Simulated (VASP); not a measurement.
Set up this calculation in VASP 6.6.1, as the native input.

```
Task                   : single point
Functional             : PBE
Potentials or basis    : VASP PAW PBE potentials, release 64 (Li_sv, Cl)
Cutoff                 : 520 eV
k mesh                 : 8 × 8 × 8
Occupations            : gaussian, width 0.01 eV
Spin                   : no spin polarisation
Dipole correction      : no
Further INCAR settings : ALGO = Normal; EDIFF = 1e-06; NBANDS = 12
```

The structure of LiCl lies in POSCAR:

```
LiCl
1.0
    0.0000000000      2.5751358458      2.5751358458
    2.5751358458      0.0000000000      2.5751358458
    2.5751358458      2.5751358458      0.0000000000
Li Cl
1 1
Direct
    0.0000000000      0.0000000000      0.0000000000
    0.5000000000      0.5000000000      0.5000000000
```

The input as run:

INCAR

```
SYSTEM = LiCl
PREC = Accurate ; ENCUT = 520
EDIFF = 1E-6 ; ISMEAR = 0
SIGMA = 0.01 ; LREAL = .FALSE.
LASPH = .TRUE. ; NELM = 60
ALGO = Normal ; ISIF = 2
LWAVE = .FALSE. ; LCHARG = .FALSE.
GGA = PE ; NBANDS = 12
```

KPOINTS

```
regular mesh
0
G
  8 8 8
  0 0 0
```

Potentials or basis: VASP PAW PBE potentials, release 64 (Li_sv, Cl).

Command:

```sh
$ cat potpaw_PBE.64/Li_sv/POTCAR potpaw_PBE.64/Cl/POTCAR > POTCAR
$ mpirun -np 1 vasp_std > vasp.out
```

It gave:

```yaml
Band_gap_on_the_k_mesh: 6.27 eV, direct
```

It took 13 s on 1 thread of Intel(R) Xeon(R) Platinum 8488C (Sapphire Rapids), with other jobs on the host, peak memory 0.15 GiB.
